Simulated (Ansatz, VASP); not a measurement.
HfC: VASP beside Ansatz

```
Hf C
1.0
     0.00000    2.32500    2.32500
     2.32500    0.00000    2.32500
     2.32500    2.32500    0.00000
Hf C
1 1
Cartesian
  2.3250 2.3250 2.2250
  0.0000 0.0000 0.0000
```

Alike in both runs: task single point; functional r2SCAN; k mesh 12 × 12 × 12; no spin polarisation.

```csv
,VASP,Ansatz
version,VASP 6.6.1,Ansatz 0.2.0
potentials or method,"VASP PAW PBE potentials, release 64 (Hf_pv, C), cutoff 520 eV","plane waves, PAW"
occupations,"fermi-dirac, width 0.1 eV",fermi-dirac
valence electrons in the cell,14,30
```

Ansatz gave:

* rms of the force components (eV/Å): 0.408

What did VASP give for the same quantities?

rms of the force components (eV/Å): 0.401.

VASP's potentials were made for PBE, not for r2SCAN. Atom by atom the forces differ by 0.006 eV/Å (rms over components). VASP's potentials hold 14 valence electrons a cell and Ansatz's 30, so a difference there can come from the potentials and not from the codes.

Spin-orbit coupling is off throughout.
